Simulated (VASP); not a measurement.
In2GaP3 (an interface model), 12 atoms in the cell. The cell holds layers of an interface, 12 atoms: a = 3.846 Å, b = 5.438 Å, c = 12.625 Å, α = 90.00°, β = 90.00°, γ = 90.00°. 

```yaml
Program: VASP 6.6.1
Task: single point
Functional: PBEsol
Dispersion: D4
Potentials_or_basis: VASP PAW PBE potentials, release 64 (Ga_d, In_d, P)
Cutoff: 520 eV
k_mesh: 4 × 3 × 1
Occupations: gaussian, width 0.05 eV
Spin: no spin polarisation
Dipole_correction: no
Further_INCAR_settings: ALGO = Normal; EDIFF = 1e-07; NBANDS = 66
```

Potentials or basis: VASP PAW PBE potentials, release 64 (Ga_d, In_d, P).

The run is started by

```sh
$ cat potpaw_PBE.64/Ga_d/POTCAR potpaw_PBE.64/In_d/POTCAR potpaw_PBE.64/P/POTCAR > POTCAR
$ mpirun -np 1 vasp_std > vasp.out
```

Hardware: 1 thread of Intel(R) Xeon(R) Platinum 8488C (Sapphire Rapids) (shared host).

**Question.** Estimate the wall time of this run.

**Answer.** Wall time 3.8 min on 1 thread of Intel(R) Xeon(R) Platinum 8488C (Sapphire Rapids), on a shared host, peak memory 0.37 GiB. Counts: scf iterations 16, k points 7.
